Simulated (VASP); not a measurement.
# SiC in VASP: notebook

Runs on SiC. Level: PBE. Tasks: single point.

Everything below comes from runs of VASP 6.6.1. Logs are shortened: lines on timing, memory, paths and dates and some standing lists are left out, and cuts for length are marked.

**1. The cell of the first run**

It takes space group F-43m (No. 216, cubic). Conventional cell: a = 4.270 Å, b = 4.270 Å, c = 4.270 Å, α = 90.00°, β = 90.00°, γ = 90.00°. Si (site symmetry -43m) has 4 C at 1.85 Å within 2.5 Å. Within 2.5 Å of C (site symmetry -43m) lie 4 Si at 1.85 Å.

**2. Single point, PBE (strain -0.025 along x and y, -0.025 along z)**

INCAR

```
SYSTEM = SiC
ALGO = Normal
EDIFF = 1E-6
ENCUT = 520
GGA = PE
ISIF = 2
ISMEAR = 0
LASPH = .True.
LCHARG = .False.
LREAL = .False.
LWAVE = .False.
NBANDS = 11
NELM = 100
PREC = Accurate
SIGMA = 0.05
```

KPOINTS

```
k-points
0
Gamma
  10 10 10
  0 0 0
```

POSCAR

```
SiC
1.0
    0.0000000000      2.1351174926      2.1351174926
    2.1351174926      0.0000000000      2.1351174926
    2.1351174926      2.1351174926      0.0000000000
Si C
1 1
Direct
    0.0000000000      0.0000000000      0.0000000000
    0.7500000000      0.7500000000      0.7500000000
```

Potentials or basis: VASP PAW PBE potentials, release 64 (Si, C).

Started as:

```bash
cat potpaw_PBE.64/Si/POTCAR potpaw_PBE.64/C/POTCAR > POTCAR
mpirun -np 1 vasp_std > vasp.out
```

OUTCAR:

```text
SYSTEM = SiC
   EDIFF = 1E-6
   ENCUT = 520
   GGA = PE
   ISIF = 2
   ISMEAR = 0
   LASPH = .True.
   LREAL = .False.
   NELM = 100
   PREC = Accurate

 ion  position               nearest neighbor table
   1  0.000  0.000  0.000-   2 1.85   2 1.85   2 1.85   2 1.85
   2  0.750  0.750  0.750-   1 1.85   1 1.85   1 1.85   1 1.85

  LATTYP: Found a face centered cubic cell.
 ALAT       =     4.2702349852

  Lattice vectors:

 A1 = (   0.0000000000,   2.1351174926,   2.1351174926)
 A2 = (   2.1351174926,   0.0000000000,   2.1351174926)
 A3 = (   2.1351174926,   2.1351174926,   0.0000000000)

Analysis of symmetry for initial positions (statically):
=====================================================================
 Subroutine PRICEL returns:
 Original cell was already a primitive cell.

 Routine SETGRP: Setting up the symmetry group for a
 face centered cubic supercell.

 Subroutine GETGRP returns: Found 24 space group operations
 (whereof 24 operations were pure point group operations)
 out of a pool of 48 trial point group operations.

The static configuration has the point symmetry T_d .

Analysis of symmetry for dynamics (positions and initial velocities):
=====================================================================
 Subroutine PRICEL returns:
 Original cell was already a primitive cell.

 Routine SETGRP: Setting up the symmetry group for a
 face centered cubic supercell.

 Subroutine GETGRP returns: Found 24 space group operations
 (whereof 24 operations were pure point group operations)
 out of a pool of 48 trial point group operations.

The dynamic configuration has the point symmetry T_d .

 Subroutine INISYM returns: Found 24 space group operations
 (whereof 24 operations are pure point group operations),
 and found     1 'primitive' translations

----------------------------------------------------------------------------------------

                                     Primitive cell

  volume of cell :      19.4668

  direct lattice vectors                    reciprocal lattice vectors
     0.000000000  2.135117493  2.135117493    -0.234179150  0.234179150  0.234179150
     2.135117493  0.000000000  2.135117493     0.234179150 -0.234179150  0.234179150
     2.135117493  2.135117493  0.000000000     0.234179150  0.234179150 -0.234179150

  length of vectors
     3.019512115  3.019512115  3.019512115     0.405610186  0.405610186  0.405610186

  position of ions in fractional coordinates (direct lattice)
     0.000000000  0.000000000  0.000000000
     0.750000000  0.750000000  0.750000000

  ion indices of the primitive-cell ions
[... 79 lines left out ...]
   IBRION =     -1    ionic relax: 0-MD 1-quasi-New 2-CG
   NFREE  =      0    steps in history (QN), initial steepest desc. (CG)
   ISIF   =      2    stress and relaxation
   ISYM   =      2    0-nonsym 1-usesym 2-fastsym
   POTIM  = 0.5000    time-step for ionic-motion
   TEBEG  =    0.0;   TEEND  =   0.0 temperature during run
   PSTRESS=    0.0 pullay stress
   NELECT =       8.0000    total number of electrons
   NUPDOWN=      -1.0000    fix difference up-down
   EMIN   =  10.00;   EMAX   =-10.00  energy-range for DOS
   EFERMI =   0.00;   METHOD = LEGACY
   ISMEAR =     0;   SIGMA  =   0.05  broadening in eV -4-tet -1-fermi 0-gaus
   EFERMI_NEDOS =   21; number of points for ismear=-14 and -15
   IALGO  =     38    algorithm
   IMIX   =      4    mixing-type and parameters
     AMIX     =   0.40;   BMIX     =  1.00
     AMIX_MAG =   1.60;   BMIX_MAG =  1.00
  volume/ion in A,a.u.               =       9.73        65.68
  Fermi-wavevector in a.u.,A,eV,Ry     =   1.217138  2.300057 20.156000  1.481424
  Thomas-Fermi vector in A             =   2.352468
   LORBIT       =      0    0 simple, 1 ext, 2 COOP (PROOUT), +10 PAW based schemes
   GGA     = PE    functional components
   LHFCALC =     F    Hartree Fock is set to
   AEXX    =    0.0000 exact exchange contribution
   IVDW    =     0    specifies the selected vdW correction
   LEPSILON=     F    determine dielectric tensor
   LRPA    =     F    only Hartree local field effects (RPA)
 non-spin polarized calculation
 Gauss-broadening in eV      SIGMA  =   0.05
  energy-cutoff  :      520.00
  volume of cell :       19.47
 maximum number of plane-waves:       544
   NGX = 11   NGY = 11   NGZ = 11

 number of electron       7.9999999 magnetization

 Free energy of the ion-electron system (eV)
  ---------------------------------------------------
  ext. energy  EPLUGINS =         0.00000000
  ---------------------------------------------------
  free energy    TOTEN  =       -14.97665058 eV

  energy without entropy =      -14.97665058  energy(sigma->0) =      -14.97665058

 E-fermi :   9.0930     XC(G=0): -11.6249

 val. band max:        8.8063450008   @ k =   0.0000   0.0000   0.0000
 cond. band min:      10.1038274163   @ k =   0.5000   0.5000   0.0000
 fundamental gap:      1.2974824155
 Fermi energy:         9.0929731014

 k-point     1 :       0.0000    0.0000    0.0000
  band No.  band energies     occupation
      1      -7.0841      2.00000
      2       8.8063      2.00000
      3       8.8063      2.00000
      4       8.8063      2.00000
      5      15.7603      0.00000
      6      16.5517      0.00000
      7      16.5517      0.00000
      8      16.5517      0.00000
      9      23.6773      0.00000
     10      23.6773      0.00000
     11      26.2540      0.00000
[... 309 lines left out ...]
 k-point    24 :       0.4000    0.3000    0.0000
  band No.  band energies     occupation
      1      -3.7786      2.00000
      2       3.1554      2.00000
      3       5.5342      2.00000
      4       6.0872      2.00000
      5      11.7201      0.00000
      6      14.6890      0.00000
      7      21.1023      0.00000
      8      21.3281      0.00000
      9      23.3160      0.00000
     10      27.4609      0.00000
     11      31.0052      0.00000

 [... further k-points ...]
[... 5 lines left out ...]
  --------------------------------------------------------------------------------------
  -------------------------------------------------------------------------------------
  Total        2.2645696      2.2645696      2.2645696     -0.0000000     -0.0000000     -0.0000000
  in kB      186.3806950    186.3806950    186.3806950     -0.0000000     -0.0000000     -0.0000000
  external PRESSURE =     186.3806950 kB  Pullay stress =       0.0000000 kB

 VOLUME and BASIS-vectors are now :
 -----------------------------------------------------------------------------
  energy-cutoff  :      520.00
  volume of cell :       19.47
      direct lattice vectors                 reciprocal lattice vectors
     0.000000000  2.135117493  2.135117493    -0.234179150  0.234179150  0.234179150
     2.135117493  0.000000000  2.135117493     0.234179150 -0.234179150  0.234179150
     2.135117493  2.135117493  0.000000000     0.234179150  0.234179150 -0.234179150

 POSITION                                       TOTAL-FORCE (eV/Angst)
 -----------------------------------------------------------------------------------
      0.00000      0.00000      0.00000         0.000000      0.000000      0.000000
      3.20268      3.20268      3.20268        -0.000000     -0.000000     -0.000000
 -----------------------------------------------------------------------------------
    total drift:                               -0.000000     -0.000000     -0.000000

  FREE ENERGIE OF THE ION-ELECTRON SYSTEM (eV)
  ---------------------------------------------------
  free  energy   TOTEN  =       -14.9766505778 eV

  energy  without entropy=      -14.9766505778  energy(sigma->0) =      -14.97665058
```

OSZICAR:

```text
N       E                     dE             d eps       ncg     rms          rms(c)
DAV:   1     0.392360111735E+01    0.39236E+01   -0.40189E+03  1082   0.619E+02
DAV:   2    -0.164303675022E+02   -0.20354E+02   -0.19775E+02  1310   0.114E+02
DAV:   3    -0.170072888233E+02   -0.57692E+00   -0.57588E+00  1253   0.157E+01
DAV:   4    -0.170092942230E+02   -0.20054E-02   -0.20053E-02  1201   0.119E+00
DAV:   5    -0.170093028973E+02   -0.86743E-05   -0.86742E-05  1260   0.706E-02    0.948E+00
DAV:   6    -0.150551283113E+02    0.19542E+01   -0.65977E+00  1157   0.118E+01    0.426E+00
DAV:   7    -0.149846777704E+02    0.70451E-01   -0.46746E-01  1231   0.387E+00    0.190E+00
DAV:   8    -0.149764423353E+02    0.82354E-02   -0.21211E-02  1175   0.974E-01    0.171E-01
DAV:   9    -0.149765481530E+02   -0.10582E-03   -0.15006E-03  1287   0.226E-01    0.115E-01
DAV:  10    -0.149766483099E+02   -0.10016E-03   -0.20510E-04  1154   0.893E-02    0.264E-02
DAV:  11    -0.149766502069E+02   -0.18970E-05   -0.33607E-05  1244   0.313E-02    0.669E-03
DAV:  12    -0.149766505778E+02   -0.37085E-06   -0.15007E-06   821   0.755E-03
   1 F= -.14976651E+02 E0= -.14976651E+02  d E =-.452461E-18
```

stdout:

```text
POSCAR found type information on POSCAR SiC
 POSCAR found :  2 types and       2 ions
 scaLAPACK will be used
 LDA part: xc-table for (Slater+PW92), standard interpolation
 POSCAR, INCAR and KPOINTS ok, starting setup
 FFT: planning ... GRIDC
 FFT: planning ... GRID_SOFT
 FFT: planning ... GRID
 WAVECAR not read
 entering main loop
```

It took 9.1 s on 1 thread of Intel Xeon Platinum 8488C (Sapphire Rapids), shared host; peak memory 0.13 GiB.

What came out:

| Quantity | Value |
| --- | --- |
| Free energy | -14.9767 eV |
| Pressure | 18.6 GPa |
| Band gap on the k mesh | 1.30 eV, indirect (least direct gap 4.60 eV) |

Levels at points of the mesh, in eV from the valence-band top:
| k point | band 1 | band 2 | band 3 | band 4 | band 5 | band 6 | band 7 | band 8 | band 9 |
| --- | --- | --- | --- | --- | --- | --- | --- | --- | --- |
| (0.00, 0.00, 0.00) | -15.89 | 0.00 | 0.00 | 0.00 | 6.95 | 7.75 | 7.75 | 7.75 | 14.87 |
| (0.50, 0.00, 0.00) | -12.09 | -8.88 | -1.06 | -1.06 | 6.00 | 7.48 | 7.48 | 10.40 | 16.96 |
| (0.50, 0.50, 0.00) | -10.58 | -7.99 | -3.30 | -3.30 | 1.30 | 4.54 | 14.76 | 14.76 | 15.63 |

Caveat: the cell differs from its parent crystal (strain -0.025 along x and y, -0.025 along z).

**3. Single point, PBE (strain +0.025 along x and y, +0.025 along z)**

INCAR

```
SYSTEM = SiC
ALGO     = Normal         ! electronic algorithm
EDIFF    = 1E-7           ! SCF threshold, eV
ENCUT    = 520            ! plane-wave cutoff, eV
GGA      = PE             ! functional
ISIF     = 2              ! what is computed and relaxed
ISMEAR   = 0              ! smearing method
LASPH    = .TRUE.         ! aspherical terms in the spheres
LCHARG   = .TRUE.         ! write CHGCAR
LELF     = .TRUE.         ! ELF
LREAL    = .FALSE.        ! projectors in reciprocal space
LVHAR    = .TRUE.       
LWAVE    = .FALSE.        ! write WAVECAR
NBANDS   = 11             ! bands
NELM     = 60             ! most SCF steps
PREC     = Accurate       ! precision mode
SIGMA    = 0.05           ! smearing width, eV
```

KPOINTS

```
k-points
0
G
  10 10 10
  0 0 0
```

POSCAR

```
SiC
1.0
    0.0000000000      2.2446106974      2.2446106974
    2.2446106974      0.0000000000      2.2446106974
    2.2446106974      2.2446106974      0.0000000000
Si C
1 1
Direct
    0.0000000000      0.0000000000      0.0000000000
    0.7500000000      0.7500000000      0.7500000000
```

Potentials or basis: VASP PAW PBE potentials, release 64 (Si, C).

Started as:

```bash
cat potpaw_PBE.64/Si/POTCAR potpaw_PBE.64/C/POTCAR > POTCAR
mpirun -np 1 vasp_std > vasp.out
```

OUTCAR:

```text
SYSTEM = SiC
   EDIFF = 1E-7
   ENCUT = 520
   GGA = PE
   ISIF = 2
   ISMEAR = 0
   LASPH = .TRUE.
   LREAL = .FALSE.
   NELM = 60
   PREC = Accurate

 ion  position               nearest neighbor table
   1  0.000  0.000  0.000-   2 1.94   2 1.94   2 1.94   2 1.94
   2  0.750  0.750  0.750-   1 1.94   1 1.94   1 1.94   1 1.94

  LATTYP: Found a face centered cubic cell.
 ALAT       =     4.4892213948

  Lattice vectors:

 A1 = (   0.0000000000,   2.2446106974,   2.2446106974)
 A2 = (   2.2446106974,   0.0000000000,   2.2446106974)
 A3 = (   2.2446106974,   2.2446106974,   0.0000000000)

Analysis of symmetry for initial positions (statically):
=====================================================================
 Subroutine PRICEL returns:
 Original cell was already a primitive cell.

 Routine SETGRP: Setting up the symmetry group for a
 face centered cubic supercell.

 Subroutine GETGRP returns: Found 24 space group operations
 (whereof 24 operations were pure point group operations)
 out of a pool of 48 trial point group operations.

The static configuration has the point symmetry T_d .

Analysis of symmetry for dynamics (positions and initial velocities):
[... 166 lines left out ...]
 k-point     1 :       0.0000    0.0000    0.0000
  band No.  band energies     occupation
      1      -7.5835      2.00000
      2       7.1386      2.00000
      3       7.1386      2.00000
      4       7.1386      2.00000
      5      12.3383      0.00000
      6      13.8549      0.00000
      7      13.8549      0.00000
      8      13.8549      0.00000
      9      21.1394      0.00000
     10      21.1394      0.00000
     11      22.2861      0.00000
[... 309 lines left out ...]
 k-point    24 :       0.4000    0.3000    0.0000
  band No.  band energies     occupation
      1      -4.6730      2.00000
      2       1.6514      2.00000
      3       4.1656      2.00000
      4       4.6541      2.00000
      5       9.9366      0.00000
      6      12.3972      0.00000
      7      17.8394      0.00000
      8      18.2442      0.00000
      9      19.9033      0.00000
     10      24.4190      0.00000
     11      27.0002      0.00000

 [... further k-points ...]
[... 5 lines left out ...]
  --------------------------------------------------------------------------------------
  -------------------------------------------------------------------------------------
  Total       -1.9227325     -1.9227325     -1.9227325      0.0000000      0.0000000      0.0000000
  in kB     -136.1997660   -136.1997660   -136.1997660      0.0000000      0.0000000      0.0000000
  external PRESSURE =    -136.1997660 kB  Pullay stress =       0.0000000 kB

 VOLUME and BASIS-vectors are now :
 -----------------------------------------------------------------------------
  energy-cutoff  :      520.00
  volume of cell :       22.62
      direct lattice vectors                 reciprocal lattice vectors
     0.000000000  2.244610697  2.244610697    -0.222755777  0.222755777  0.222755777
     2.244610697  0.000000000  2.244610697     0.222755777 -0.222755777  0.222755777
     2.244610697  2.244610697  0.000000000     0.222755777  0.222755777 -0.222755777

 POSITION                                       TOTAL-FORCE (eV/Angst)
 -----------------------------------------------------------------------------------
      0.00000      0.00000      0.00000         0.000000      0.000000      0.000000
      3.36692      3.36692      3.36692        -0.000000     -0.000000     -0.000000
 -----------------------------------------------------------------------------------
    total drift:                               -0.000000     -0.000000     -0.000000

  FREE ENERGIE OF THE ION-ELECTRON SYSTEM (eV)
  ---------------------------------------------------
  free  energy   TOTEN  =       -14.9880322382 eV

  energy  without entropy=      -14.9880322382  energy(sigma->0) =      -14.98803224
```

stdout:

```text
POSCAR found type information on POSCAR SiC
 POSCAR found :  2 types and       2 ions
 scaLAPACK will be used
 LDA part: xc-table for (Slater+PW92), standard interpolation
 POSCAR, INCAR and KPOINTS ok, starting setup
 FFT: planning ... GRIDC
 FFT: planning ... GRID_SOFT
 FFT: planning ... GRID
 WAVECAR not read
 entering main loop
```

Run time: 8.6 s. Hardware: 1 thread of Intel Xeon Platinum 8488C (Sapphire Rapids), shared host; peak memory 0.13 GiB.

What came out:

| Property | Result |
| --- | --- |
| Free energy | -14.9880 eV |
| Pressure | -13.6 GPa |
| Band gap on the k mesh | 1.43 eV, indirect (least direct gap 4.45 eV) |

Caveat: the cell differs from its parent crystal (strain +0.025 along x and y, +0.025 along z). A k mesh can miss the band edges.

(Continued in part 2 of 2.)
